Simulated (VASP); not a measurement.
Runs of VASP 6.6.1 on Mo. The structure is that of space group Pnma (No. 62), or close to it. The cells are those of the table. 

```tsv
task	cell	k mesh	cutoff (eV)	gap on the mesh (eV)	pressure (GPa)	largest force (eV/Å)
relaxation of cell and atoms	relaxed from a = 3.909, b = 6.481, c = 2.915 Å, 4 atoms	4 × 4 × 6	600	none	0.0	0.02
single point	a = 5.230, b = 4.641, c = 2.635 Å, 4 atoms	4 × 4 × 6	520	none	(a)	0.02
single point	a = 3.909, b = 6.481, c = 2.915 Å, 4 atoms	6 × 4 × 6	520	none	37.9	5.04
single point	a = 5.273, b = 4.582, c = 2.653 Å, 4 atoms	10 × 10 × 18	520	none	(b)	0.01
```

Alike in all rows: level PBE; potentials or basis VASP PAW PBE potentials, release 64 (Mo_sv); no spin polarisation; smearing gaussian 0.1 eV.

Fill in the values left out.

(a) 0.7; (b) 0.5.

Caveats: some runs use coarse meshes; forces of over 1 eV/Å act on the atoms, so gaps and moduli don't describe the material at rest (some runs).

A k mesh can miss the band edges, and the runs leave out spin-orbit coupling on Mo.

A gap of «none» marks levels without a gap at the run's occupations.
